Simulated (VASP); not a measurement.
Input of a VASP 6.6.1 run:

INCAR

```
SYSTEM = SnO2
PREC = Accurate
ENCUT = 600
EDIFF = 1E-6
ISMEAR = -1
SIGMA = 0.08
LREAL = .False.
LASPH = .True.
NELM = 100
ALGO = Normal
ISIF = 3
LWAVE = .False.
LCHARG = .False.
GGA = PE
IBRION = 2
NSW = 32
EDIFFG = -0.005
PSTRESS = 1500.0
```

KPOINTS

```
regular mesh
0
Gamma
  12 12 12
  0 0 0
```

The input POSCAR:

```
SnO2
1.0
    0.0000000000      2.2882782469      2.2882782469
    2.2882782469      0.0000000000      2.2882782469
    2.2882782469      2.2882782469      0.0000000000
Sn O
1 2
Direct
    0.0000000000      0.0000000000      0.0000000000
    0.2500000000      0.2500000000      0.2500000000
    0.7500000000      0.7500000000      0.7500000000
```

Potentials or basis: VASP PAW PBE potentials, release 64 (Sn_d, O).

Launch:

```sh
$ cat potpaw_PBE.64/Sn_d/POTCAR potpaw_PBE.64/O/POTCAR > POTCAR
$ mpirun -np 1 vasp_std > vasp.out
```

Problem. Predict the band gap on the k mesh.

Solution. 3.76 eV, indirect (least direct gap 4.92 eV).

Problem. What does it give for the relaxed cell?

Solution. a = 3.239 Å, b = 3.239 Å, c = 3.239 Å, α = 60.00°, β = 60.00°, γ = 60.00°.

Problem. Predict the relaxed volume.

Solution. 8.01 Å³/atom.

Problem. Estimate the space group after relaxing (to 0.05 Å).

Solution. Fm-3m (No. 225).

Final structure:
```
CELL_PARAMETERS angstrom
0.00000 2.29003 2.29003
2.29003 0.00000 2.29003
2.29003 2.29003 0.00000
ATOMIC_POSITIONS crystal
Sn 0.00000 0.00000 0.00000
O 0.25000 0.25000 0.25000
O 0.75000 0.75000 0.75000
```

Caveat: the cell is relaxed towards a set pressure, so the enthalpy falls and the energy may rise; spin-orbit coupling is left out, which moves the levels of the heavy elements. A k mesh can miss the band edges.
